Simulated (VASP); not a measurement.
A run of VASP 6.6.1 is set up as follows.

INCAR

```
SYSTEM = CuO
ALGO = Fast
EDIFF = 1E-6
ENCUT = 520
GGA = PE
ISIF = 2
ISMEAR = 0
LASPH = .True.
LCHARG = .False.
LREAL = .False.
LWAVE = .False.
NBANDS = 25
NELM = 80
PREC = Accurate
SIGMA = 0.1
```

The input KPOINTS:

```
k-points
0
Gamma
  14 14 8
  0 0 0
```

POSCAR

```
CuO
1.0
    2.0821502475     -2.0879421352      0.0000000000
    2.0821502475      2.0879421352      0.0000000000
    0.0000000000      0.0000000000      5.1512622974
Cu O
2 2
Direct
    0.0000000000      0.5000000000      0.0000000000
    0.5000000000      0.0000000000      0.5000000000
    0.5000000000      0.5000000000      0.2500000000
    0.5000000000      0.5000000000      0.7500000000
```

Potentials or basis: VASP PAW PBE potentials, release 64 (Cu, O).

Run with:

```sh
$ cat potpaw_PBE.64/Cu/POTCAR potpaw_PBE.64/O/POTCAR > POTCAR
$ mpirun -np 1 vasp_std > vasp.out
```

Estimate the pressure.

0.6 GPa.

Predict the band gap on the k mesh.

zero (bands 17 and 18 overlap by 1.18 eV).

Stress tensor (GPa, compression positive):
```
0.47 0.00 0.00
0.00 0.44 0.00
0.00 0.00 0.85
```

Caveat: semilocal functionals often make such compounds metallic where correlation or magnetic order opens a gap, which also shifts bond lengths. With open d or f shells a metallic result of PBE can be an artefact of self-interaction; +U or a hybrid may open a gap.
